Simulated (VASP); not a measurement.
A run of VASP 6.6.1 is set up as follows.

The input INCAR:

```
PREC = Accurate
ENCUT = 520
EDIFF = 1E-6
ISMEAR = -1
SIGMA = 0.05
LREAL = False
LASPH = True
NELM = 80
ALGO = Normal
ISIF = 2
LWAVE = False
LCHARG = False
GGA = PE
NBANDS = 8
```

KPOINTS

```
regular mesh
0
Gamma
  18 18 18
```

The input POSCAR:

```
P
1.0
    0.0000000000      1.8580837887      1.8580837887
    1.8580837887      0.0000000000      1.8580837887
    1.8580837887      1.8580837887      0.0000000000
P
1
Direct
    0.0000000000      0.0000000000      0.0000000000
```

Potentials or basis: VASP PAW PBE potentials, release 64 (P).

Command:

```sh
$ cat potpaw_PBE.64/P/POTCAR > POTCAR
$ mpirun -np 1 vasp_std > vasp.out
```

(1) Predict the pressure.

## Answers

(1) 14.6 GPa.
